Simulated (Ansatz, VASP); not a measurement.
**Bi7Sb in VASP and in Ansatz**

```
Sb Bi
1.0
    -4.50318   -2.59991    3.90189
     4.50318   -2.59991    3.90189
     0.00000    5.19982    3.90189
Sb Bi
1 7
Direct
  0.23384 0.23384 0.23384
  0.73597 0.73597 0.23777
  0.73597 0.23777 0.73597
  0.23777 0.73597 0.73597
  0.76329 0.76329 0.76329
  0.26181 0.26181 0.76956
  0.26181 0.76956 0.26181
  0.76956 0.26181 0.26181
```

Alike in both runs: functional PBE; dispersion D3(BJ); k mesh 6 × 6 × 6; occupations gaussian, width 0.02 eV; no spin polarisation.

Ansatz relaxed the structure, and its values are those at the end. VASP's run is a single point on that final structure, the one shown.

|  | VASP | Ansatz |
| --- | --- | --- |
| version | VASP 6.6.1 | Ansatz 0.2.0 |
| potentials or method | VASP PAW PBE potentials, release 64 (Sb, Bi_d), cutoff 520 eV | scalar-relativistic, plane waves, PAW |
| valence electrons in the cell | 110 | 120 |

VASP gave:

| Property | Result |
| --- | --- |
| gap on the k mesh at the Fermi level (eV) | none |
| pressure (GPa) | -0.1 |
| rms of the force components (eV/Å) | 0.005 |

Task: Estimate Ansatz's values.

Result: gap on the k mesh at the Fermi level (eV): none; pressure (GPa): 0.0; rms of the force components (eV/Å): 0.000.

A gap of «none» marks a metal or a gap that the smearing closes. VASP's potentials hold 110 valence electrons a cell and Ansatz's 120, so a difference there can come from the potentials and not from the codes.

Neither program's run includes spin-orbit coupling.
